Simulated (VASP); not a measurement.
# CuO (C2/c) in VASP: single point with PBE+U

Aim: the single point of CuO with PBE+U.

Program: VASP 6.6.1. These are calculated values, not measurements. Logs are shortened: lines on timing, memory, paths and dates and some standing lists are left out, and cuts for length are marked.

## Step 1: The cell of the first run

Symmetry: C2/c, No. 15, monoclinic system. The conventional cell has a = 4.684 Å, b = 3.423 Å, c = 5.129 Å, α = 90.00°, β = 99.54°, γ = 90.00°. Within 2.6 Å of Cu (site symmetry -1) lie 4 O at 1.95 to 1.96 Å. O (site symmetry 2) has 6 Cu at 1.95 to 2.78 Å and 6 O at 2.62 to 2.90 Å within 3.0 Å.

## Step 2: Single point, PBE+U, collinear spin

Input file INCAR:

```
PREC = Accurate
ENCUT = 600
EDIFF = 1E-6
ISMEAR = 0
SIGMA = 0.1
LREAL = F
LASPH = T
NELM = 200
ALGO = Normal
ISIF = 2
LWAVE = F
LCHARG = T
ISPIN = 2
MAGMOM = 1 -1 0 0
LORBIT = 11
LMAXMIX = 4
LDAU = T
LDAUTYPE = 2
LDAUL = 2 -1
LDAUU = 4 0
LDAUJ = 0 0
LDAUPRINT = 1
GGA = PE
LELF = T
LVHAR = T
NBANDS = 29
GGA_COMPAT = F
```

Input file KPOINTS:

```
regular mesh
0
Gamma
  6 6 4
```

Input file POSCAR:

```
CuO
1.0
    2.3418500000     -1.7113000000      0.0000000000
    2.3418500000      1.7113000000      0.0000000000
   -0.8500274270      0.0000000000      5.0578693950
Cu O
2 2
Direct
    0.0000000000      0.5000000000      0.0000000000
    0.5000000000      0.0000000000      0.5000000000
    0.5816000000      0.4184000000      0.2500000000
    0.4184000000      0.5816000000      0.7500000000
```

Potentials or basis: VASP PAW PBE potentials, release 64 (Cu, O).

Started as:

```sh
$ cat potpaw_PBE.64/Cu/POTCAR potpaw_PBE.64/O/POTCAR > POTCAR
$ mpirun -np 1 vasp_std > vasp.out
```

OUTCAR:

```text
PREC = Accurate
   ENCUT = 600
   EDIFF = 1E-6
   ISMEAR = 0
   LREAL = F
   LASPH = T
   NELM = 200
   ISIF = 2
   ISPIN = 2
   LORBIT = 11
   GGA = PE

 ion  position               nearest neighbor table
   1  0.000  0.500  0.000-   3 1.95   4 1.95   4 1.96   3 1.96
   2  0.500  0.000  0.500-   4 1.95   3 1.95   4 1.96   3 1.96
   3  0.582  0.418  0.250-   2 1.95   1 1.95   2 1.96   1 1.96
   4  0.418  0.582  0.750-   1 1.95   2 1.95   2 1.96   1 1.96

  LATTYP: Found a base centered monoclinic cell.
 ALAT       =     4.6837000000
 B/A-ratio  =     0.7307470589
 C/A-ratio  =     1.0950317058
 COS(beta)  =    -0.1657361229

  Lattice vectors:

 A1 = (   2.3418500000,  -1.7113000000,   0.0000000000)
 A2 = (   2.3418500000,   1.7113000000,   0.0000000000)
 A3 = (  -0.8500274270,   0.0000000000,   5.0578693950)

Analysis of symmetry for initial positions (statically):
=====================================================================
 Subroutine PRICEL returns:
 Original cell was already a primitive cell.

 Routine SETGRP: Setting up the symmetry group for a
 base centered monoclinic supercell.

 Subroutine GETGRP returns: Found  4 space group operations
 (whereof  2 operations were pure point group operations)
 out of a pool of  4 trial point group operations.

The static configuration has the point symmetry S_2 .
 The point group associated with its full space group is C_2h.

Analysis of symmetry for dynamics (positions and initial velocities):
=====================================================================
 Subroutine PRICEL returns:
 Original cell was already a primitive cell.

 Routine SETGRP: Setting up the symmetry group for a
 base centered monoclinic supercell.

 Subroutine GETGRP returns: Found  4 space group operations
 (whereof  2 operations were pure point group operations)
 out of a pool of  4 trial point group operations.

The dynamic configuration has the point symmetry S_2 .
 The point group associated with its full space group is C_2h.
[... 218 lines left out ...]
  o =  0.9534  v =  0.8581  0.1729  0.4307 -0.2030  0.0836  0.0000  0.0000  0.0000  0.0000  0.0000      0.0000  0.0000  0.0000  0.0000  0.0000  0.0000  0.0000  0.0000  0.0000  0.0000
  o =  0.9550  v =  0.0000  0.0000  0.0000  0.0000  0.0000  0.8558  0.1589  0.4443 -0.1926  0.0888      0.0000  0.0000  0.0000  0.0000  0.0000  0.0000  0.0000  0.0000  0.0000  0.0000
  o =  0.9684  v =  0.0000  0.0000  0.0000  0.0000  0.0000  0.0731  0.1290 -0.1792 -0.3926 -0.8898      0.0000  0.0000  0.0000  0.0000  0.0000  0.0000  0.0000  0.0000  0.0000  0.0000
  o =  0.9695  v =  0.0000  0.0000  0.0000  0.0000  0.0000  0.1165 -0.8000  0.2950  0.3836 -0.3351      0.0000  0.0000  0.0000  0.0000  0.0000  0.0000  0.0000  0.0000  0.0000  0.0000
  o =  0.9707  v = -0.0678  0.6868 -0.3593 -0.5713 -0.2612  0.0000  0.0000  0.0000  0.0000  0.0000      0.0000  0.0000  0.0000  0.0000  0.0000  0.0000  0.0000  0.0000  0.0000  0.0000
  o =  0.9713  v =  0.1488 -0.3670  0.0079 -0.0445 -0.9171  0.0000  0.0000  0.0000  0.0000  0.0000      0.0000  0.0000  0.0000  0.0000  0.0000  0.0000  0.0000  0.0000  0.0000  0.0000
  o =  0.9764  v =  0.0000  0.0000  0.0000  0.0000  0.0000 -0.4834  0.2380  0.8265 -0.1029 -0.1263      0.0000  0.0000  0.0000  0.0000  0.0000  0.0000  0.0000  0.0000  0.0000  0.0000
  o =  0.9780  v =  0.4781 -0.2065 -0.8278  0.1490  0.1459  0.0000  0.0000  0.0000  0.0000  0.0000      0.0000  0.0000  0.0000  0.0000  0.0000  0.0000  0.0000  0.0000  0.0000  0.0000
  o =  1.0137  v =  0.0000  0.0000  0.0000  0.0000  0.0000  0.1228  0.5113 -0.0161  0.8069 -0.2686      0.0000  0.0000  0.0000  0.0000  0.0000  0.0000  0.0000  0.0000  0.0000  0.0000

 number of electron      33.9999983 magnetization       0.0000000

 Free energy of the ion-electron system (eV)
  ---------------------------------------------------
  ext. energy  EPLUGINS =         0.00000000
  ---------------------------------------------------
  free energy    TOTEN  =       -17.24803105 eV

  energy without entropy =      -17.24803104  energy(sigma->0) =      -17.24803104

 E-fermi :   5.5163     XC(G=0): -11.8629

 val. band max:        5.1803206211   @ k =   0.0000   0.0000   0.0000
 cond. band min:       5.8619025423   @ k =   0.3333   0.1667   0.5000
 fundamental gap:      0.6815819212
 Fermi energy:         5.5162683396

 spin component 1

 k-point     1 :       0.0000    0.0000    0.0000
  band No.  band energies     occupation
      1     -14.0312      1.00000
      2     -12.6540      1.00000
      3      -2.6948      1.00000
      4      -1.3360      1.00000
      5       0.2124      1.00000
      6       0.7231      1.00000
[... 1529 lines left out ...]
     28      27.5330      0.00000
     29      27.9492      0.00000

 [... further k-points ...]
[... 5 lines left out ...]
  --------------------------------------------------------------------------------------
  -------------------------------------------------------------------------------------
  Total        0.8258234      1.0572755      1.0421667      0.0000000      0.0000000     -0.0237471
  in kB       32.6373535     41.7845677     41.1874536      0.0000000      0.0000000     -0.9385099
  external PRESSURE =      38.5364583 kB  Pullay stress =       0.0000000 kB

 VOLUME and BASIS-vectors are now :
 -----------------------------------------------------------------------------
  energy-cutoff  :      600.00
  volume of cell :       40.54
      direct lattice vectors                 reciprocal lattice vectors
     2.341850000 -1.711300000  0.000000000     0.213506416 -0.292175539  0.035881968
     2.341850000  1.711300000  0.000000000     0.213506416  0.292175539  0.035881968
    -0.850027427  0.000000000  5.057869395     0.000000000  0.000000000  0.197711709

 POSITION                                       TOTAL-FORCE (eV/Angst)
 -----------------------------------------------------------------------------------
      1.17092      0.85565      0.00000        -0.000000     -0.000000      0.000000
      0.74591     -0.85565      2.52893        -0.000000      0.000000      0.000000
      2.12934     -0.27928      1.26447         0.000000      0.045175     -0.000000
      1.70433      0.27928      3.79340         0.000000     -0.045175      0.000000
 -----------------------------------------------------------------------------------
    total drift:                                0.000000     -0.000000     -0.000000

  FREE ENERGIE OF THE ION-ELECTRON SYSTEM (eV)
  ---------------------------------------------------
  free  energy   TOTEN  =       -17.2480310458 eV

  energy  without entropy=      -17.2480310357  energy(sigma->0) =      -17.24803104

 total charge

# of ion       s       p       d       tot
------------------------------------------
    1        0.376   0.389   9.160   9.924
    2        0.376   0.389   9.160   9.924
    3        1.559   3.429   0.000   4.988
    4        1.559   3.429   0.000   4.988
--------------------------------------------------
tot          3.869   7.636  18.319  29.824

 magnetization (x)

# of ion       s       p       d       tot
------------------------------------------
    1       -0.006  -0.007   0.586   0.572
    2        0.006   0.007  -0.586  -0.572
    3        0.000   0.000   0.000   0.000
    4        0.000   0.000   0.000   0.000
--------------------------------------------------
tot          0.000   0.000   0.000   0.000
```

OSZICAR:

```text
N       E                     dE             d eps       ncg     rms          rms(c)
DAV:   1     0.321677170734E+03    0.32168E+03   -0.17483E+04  6052   0.210E+03
DAV:   2     0.226600976436E+02   -0.29902E+03   -0.26881E+03  5530   0.407E+02
DAV:   3    -0.197483183836E+02   -0.42408E+02   -0.39773E+02  6109   0.153E+02
DAV:   4    -0.210855276077E+02   -0.13372E+01   -0.13300E+01  6603   0.299E+01
DAV:   5    -0.211080334171E+02   -0.22506E-01   -0.22504E-01  6327   0.374E+00    0.159E+01
DAV:   6    -0.174027206942E+02    0.37053E+01   -0.19851E+01  7904   0.130E+02    0.852E+00
DAV:   7    -0.171662794234E+02    0.23644E+00   -0.45661E+00  7267   0.687E+01    0.275E+00
DAV:   8    -0.172645104448E+02   -0.98231E-01   -0.92175E-01  8384   0.132E+01    0.214E+00
DAV:   9    -0.172387800950E+02    0.25730E-01   -0.68222E-02  7991   0.137E+01    0.105E+00
DAV:  10    -0.172479345993E+02   -0.91545E-02   -0.26320E-02  8743   0.396E+00    0.365E-01
DAV:  11    -0.172476369564E+02    0.29764E-03   -0.43244E-03  8336   0.233E+00    0.809E-02
DAV:  12    -0.172479787217E+02   -0.34177E-03   -0.87741E-04  8942   0.645E-01    0.454E-02
DAV:  13    -0.172480185865E+02   -0.39865E-04   -0.90469E-05  8331   0.187E-01    0.252E-02
DAV:  14    -0.172480303676E+02   -0.11781E-04   -0.29717E-05  8609   0.103E-01    0.684E-03
DAV:  15    -0.172480310458E+02   -0.67816E-06   -0.21858E-06  4402   0.296E-02
   1 F= -.17248031E+02 E0= -.17248031E+02  d E =-.100415E-07  mag=     0.0000
```

stdout:

```text
POSCAR found type information on POSCAR CuO
 POSCAR found :  2 types and       4 ions
 scaLAPACK will be used
 LDA part: xc-table for (Slater+PW92), standard interpolation
 POSCAR, INCAR and KPOINTS ok, starting setup
 FFT: planning ... GRIDC
 FFT: planning ... GRID_SOFT
 FFT: planning ... GRID
 WAVECAR not read
 entering main loop
```

It took 2.5 min on 1 thread of Oxide Virtual Turin-like, shared host; peak memory 0.21 GiB.

Results:

- Free energy: -17.2480 eV
- Pressure: 3.9 GPa
- Largest force: 0.045 eV/Å
- Band gap on the k mesh: 0.68 eV (least direct gap 0.97 eV)
- Net moment: 0.00 μB per cell
- Site moments: Cu +0.57, -0.57; O +0.00 μB
- Valence electrons inside the program's atomic spheres: Cu 9.92; O 4.99

Forces on the atoms (eV/Å):
```
Cu   0.000  0.000  0.000
Cu   0.000  0.000  0.000
O    0.000  0.045  0.000
O    0.000 -0.045  0.000
```

Eigenvalues of the final occupation matrices:
```tsv
site	spin	trace	eigenvalues
site 1 d	1	4.88	0.96 0.97 0.97 0.98 1.01
site 1 d	2	4.30	0.42 0.95 0.97 0.97 0.98
site 2 d	1	4.30	0.42 0.95 0.97 0.97 0.98
site 2 d	2	4.88	0.96 0.97 0.97 0.98 1.01
```

Caveat: the cell stands under pressure; semilocal functionals underestimate gaps, and a narrow one can read as zero.
